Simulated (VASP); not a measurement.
A run of VASP 6.6.1 is set up as follows.

INCAR

```
PREC = Accurate ; ENCUT = 500
EDIFF = 1E-7 ; ISMEAR = 0
SIGMA = 0.1 ; LREAL = False
LASPH = True ; NELM = 120
ALGO = Normal ; ISIF = 4
LWAVE = False ; LCHARG = False
GGA = PE ; IBRION = 2
NSW = 50 ; EDIFFG = -0.01
GGA_COMPAT = False ; NELMIN = 4
```

File KPOINTS:

```
Automatic mesh
0
Gamma
  18 18 14
```

File POSCAR:

```
MoP
1.0
    3.2731347312      0.0000000000      0.0000000000
   -1.6365673656      2.8346178273      0.0000000000
    0.0000000000      0.0000000000      3.2268646265
Mo P
1 1
Direct
    0.0000000000      0.0000000000      0.0000000000
    0.3333333333      0.6666666667      0.5000000000
```

Potentials or basis: VASP PAW PBE potentials, release 64 (Mo_sv, P).

Command:

```bash
$ cat potpaw_PBE.64/Mo_sv/POTCAR potpaw_PBE.64/P/POTCAR > POTCAR
$ mpirun -np 1 vasp_std > vasp.out
```

(1) Predict the band gap on the k mesh.

Results:

(1) zero (an odd number of electrons rules out a gap without spin polarisation).
